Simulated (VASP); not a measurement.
# GaSb: relaxation of cell and atoms with PBEsol

GaSb:

```
Ga Sb
1.0
     0.00000    3.05900    3.05900
     3.05900    0.00000    3.05900
     3.05900    3.05900    0.00000
Ga Sb
1 1
Direct
  0.00000 0.00000 0.00000
  0.25000 0.25000 0.25000
```

```json
{
 "Program": "VASP 6.6.1",
 "Task": "relaxation of cell and atoms",
 "Functional": "PBEsol",
 "Potentials or basis": "VASP PAW PBE potentials, release 64 (Ga_d, Sb)",
 "Cutoff": "600 eV",
 "k mesh": "10 × 10 × 10",
 "Occupations": "gaussian, width 0.1 eV",
 "Spin": "no spin polarisation",
 "Dipole correction": "no",
 "Further INCAR settings": "ALGO = Normal; EDIFF = 1e-06; IBRION = 2; EDIFFG = -0.005; NSW = 70; ISIF = 3"
}
```

```json
{"Relaxed volume": "28.57 Å³/atom", "Relaxed cell": "a = 4.323 Å, b = 4.323 Å, c = 4.323 Å, α = 60.00°, β = 60.00°, γ = 60.00°", "Space group after relaxing (to 0.05 Å)": "F-43m (No. 216)", "Energy gained by relaxing": "0.0 meV/atom", "Ionic steps": "6", "Pressure after relaxing": "0.0 GPa"}
```

Final structure:
```yaml
crystal:
  lattice:
    - [0.00000, 3.05697, 3.05697]
    - [3.05697, 0.00000, 3.05697]
    - [3.05697, 3.05697, 0.00000]
  atoms:
    - { symbol: Ga, position: [0.00000, 0.00000, 0.00000] }
    - { symbol: Sb, position: [0.25000, 0.25000, 0.25000] }
```

Levels at points of the mesh, in eV from the Fermi level:
```tsv
k point	band 7	band 8	band 9	band 10	band 11	band 12
(0.00, 0.00, 0.00)	-0.05	-0.05	-0.05	-0.04	2.71	2.71
(0.50, 0.00, 0.00)	-6.45	-1.21	-1.21	0.30	3.67	3.67
(0.50, 0.50, 0.00)	-6.89	-2.64	-2.64	0.79	1.11	8.63
```

Run time: 2.7 min on 1 thread of Intel Xeon 8259CL, on a shared host, peak memory 0.24 GiB.

Caveat: the PAW data sets were made with another functional, which shifts forces and pressure a little; spin-orbit coupling is left out, which moves the levels of the heavy elements.
